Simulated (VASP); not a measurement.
A run of VASP 6.6.1:

INCAR

```
ALGO     = Normal         # electronic algorithm
EDIFF    = 1E-6           # SCF threshold, eV
ENCUT    = 520            # plane-wave cutoff, eV
GGA      = PE             # functional
ISIF     = 2              # what is computed and relaxed
ISMEAR   = 0              # smearing method
LASPH    = True           # aspherical terms in the spheres
LCHARG   = False          # write CHGCAR
LREAL    = False          # projectors in reciprocal space
LWAVE    = False          # write WAVECAR
NBANDS   = 26             # bands
NELM     = 60             # most SCF steps
PREC     = Accurate       # precision mode
SIGMA    = 0.1            # smearing width, eV
```

File KPOINTS:

```
k-points
0
Gamma
  4 4 4
```

The input POSCAR:

```
LaAl5Cl
1.0
    4.9937787518      0.0000000000      0.0000000000
    0.0000000000      4.9937787518      0.0000000000
    0.0000000000      0.0000000000      6.4253115947
La Al Cl
1 5 1
Direct
    0.0000000000      0.0000000000      0.0000000000
    0.0000000000      0.5000000000      0.2953530132
    0.0000000000      0.5000000000      0.7046469868
    0.5000000000      0.0000000000      0.2953530132
    0.5000000000      0.0000000000      0.7046469868
    0.5000000000      0.5000000000      0.0000000000
    0.0000000000      0.0000000000      0.5000000000
```

Potentials or basis: VASP PAW PBE potentials, release 64 (La, Al, Cl).

Run with:

```sh
$ cat potpaw_PBE.64/La/POTCAR potpaw_PBE.64/Al/POTCAR potpaw_PBE.64/Cl/POTCAR > POTCAR
$ mpirun -np 1 vasp_std > vasp.out
```

Hardware: 1 thread of Intel(R) Xeon(R) Platinum 8375C CPU @ 2.90GHz (Ice Lake), with other jobs on the host.

How long does it take, and how much memory?

Run time: 62 s on 1 thread of Intel(R) Xeon(R) Platinum 8375C CPU @ 2.90GHz (Ice Lake) (shared host), peak memory 0.31 GiB. Counts: scf iterations 14, k points 18.
